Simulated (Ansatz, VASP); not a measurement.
**BeBi2Se6: VASP beside Ansatz**

```
Be Bi Se
1.0
     7.27424    0.00000    0.00000
    -3.63712    6.29967    0.00000
     0.00000    0.00000    4.66319
Be Bi Se
1 2 6
Direct
  0.00000 0.00000 0.50000
  0.33333 0.66667 0.64007
  0.66667 0.33333 0.35993
  0.83456 0.66911 0.76155
  0.33089 0.16544 0.76155
  0.83456 0.16544 0.76155
  0.16544 0.33089 0.23845
  0.66911 0.83456 0.23845
  0.16544 0.83456 0.23845
```

Alike in both runs: task single point; functional PBE; k mesh 6 × 6 × 8; occupations gaussian, width 0.1 eV; no spin polarisation.

|  | VASP | Ansatz |
| --- | --- | --- |
| version | VASP 6.6.1 | Ansatz 0.2.0 |
| potentials or method | VASP PAW PBE potentials, release 64 (Be, Bi_d, Se), cutoff 520 eV | scalar-relativistic, plane waves, PAW |
| valence electrons in the cell | 68 | 128 |

```csv
,VASP,Ansatz,Ansatz less VASP
gap on the k mesh at the Fermi level (eV),none,none,-
pressure (GPa),0.0,0.0,-0.03
rms of the force components (eV/Å),0.006,0.002,-0.0042
```

Atom by atom the forces differ by 0.005 eV/Å (rms over components). A gap of «none» marks a metal or a gap that the smearing closes. With one functional, cell and mesh, what is left measures potentials, basis and numerics. VASP's potentials hold 68 valence electrons a cell and Ansatz's 128, so a difference there can come from the potentials and not from the codes.

Spin-orbit coupling is off throughout.
